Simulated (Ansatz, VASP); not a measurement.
# Two plane-wave programs on Ge

```
Ge
1.0
     1.39759   -2.52621    0.00000
     1.39759    2.52621    0.00000
     0.00000    0.00000    5.29923
Ge
2
Direct
  0.50026 0.49974 0.25000
  0.49974 0.50026 0.75000
```

Alike in both runs: task single point; functional r2SCAN; k mesh 24 × 24 × 12; occupations gaussian, width 0.15 eV; no spin polarisation.

```csv
,VASP,Ansatz
version,VASP 6.6.1,Ansatz 0.2.0
potentials or method,"VASP PAW PBE potentials, release 64 (Ge_d), cutoff 520 eV","scalar-relativistic, plane waves, PAW"
valence electrons in the cell,28,28
```

VASP gave:

| Item | Value |
| --- | --- |
| gap on the k mesh at the Fermi level (eV) | none |
| pressure (GPa) | -0.2 |
| traceless stress, the component that is largest in VASP (GPa) | -1.07 |

Problem. Estimate Ansatz's values.

Solution. gap on the k mesh at the Fermi level (eV): none; pressure (GPa): -0.1; traceless stress, the component that is largest in VASP (GPa): -1.02.

VASP's potentials were made for PBE, not for r2SCAN. A gap of «none» marks a metal or a gap that the smearing closes.
